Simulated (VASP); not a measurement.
Here is a VASP 6.6.1 calculation.

INCAR

```
PREC     = Accurate       # precision mode
ENCUT    = 520            # plane-wave cutoff, eV
EDIFF    = 1E-7           # SCF threshold, eV
ISMEAR   = -1             # smearing method
SIGMA    = 0.02           # smearing width, eV
LREAL    = F              # projectors in reciprocal space
LASPH    = T              # aspherical terms in the spheres
NELM     = 100            # most SCF steps
ALGO     = Normal         # electronic algorithm
ISIF     = 2              # what is computed and relaxed
LWAVE    = F              # write WAVECAR
LCHARG   = T              # write CHGCAR
GGA      = PE             # functional
LELF     = T              # ELF
LVHAR    = T            
NBANDS   = 17             # bands
```

KPOINTS

```
regular mesh
0
Gamma
  8 8 8
```

POSCAR

```
SnSe
1.0
    0.0000000000      3.0281454309      3.0281454309
    3.0281454309      0.0000000000      3.0281454309
    3.0281454309      3.0281454309      0.0000000000
Sn Se
1 1
Direct
    0.0000000000      0.0000000000      0.0000000000
    0.5000000000      0.5000000000      0.5000000000
```

Potentials or basis: VASP PAW PBE potentials, release 64 (Sn_d, Se).

Command:

```console
$ cat potpaw_PBE.64/Sn_d/POTCAR potpaw_PBE.64/Se/POTCAR > POTCAR
$ mpirun -np 1 vasp_std > vasp.out
```

(1) Estimate the band gap on the k mesh.

(2) Estimate the pressure.

## Answers

(1) 0.50 eV, direct.

(2) 0.0 GPa.

Caveat: spin-orbit coupling is left out, which moves the levels of the heavy elements.
